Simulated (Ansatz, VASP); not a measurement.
Al in VASP and in Ansatz

```
CELL_PARAMETERS angstrom
2.81246 0.00000 0.00000
-1.40623 2.43566 0.00000
0.00000 0.00000 4.86685
ATOMIC_POSITIONS crystal
Al 0.33333 0.66667 0.25000
Al 0.66667 0.33333 0.75000
```

Alike in both runs: task relaxation of cell and atoms; functional PBEsol-based screened hybrid with a share of 0.25 of exact exchange and HFSCREEN = 0.207; k mesh 6 × 6 × 3; occupations fermi-dirac, width 0.05 eV; no spin polarisation.

```csv
,VASP,Ansatz
version,VASP 6.6.1,Ansatz 0.2.0
potentials or method,"VASP PAW PBE potentials, release 64 (Al)",Ansatz PAW
plane-wave cutoff (eV),600,420
valence electrons in the cell,6,6
```

|  | VASP | Ansatz | Ansatz less VASP |
| --- | --- | --- | --- |
| gap on the k mesh at the Fermi level, each at its own relaxed structure (eV) | none | none | - |
| relaxed volume (Å³/atom) | 16.46 | 16.44 | -0.021 |
| relaxed length of the cell vector where the two differ most in proportion (Å) | 2.900 | 2.898 | -0.0015 |

VASP's potentials were made for PBE, not for PBEsol-based screened hybrid. A gap of «none» marks a metal or a gap that the smearing closes.

The k mesh is coarse, so the values compare programs but aren't converged. Noted on Ansatz's run: the plane-wave basis is chosen anew once the cell has moved, so the energies of steps on either side of that aren't comparable.
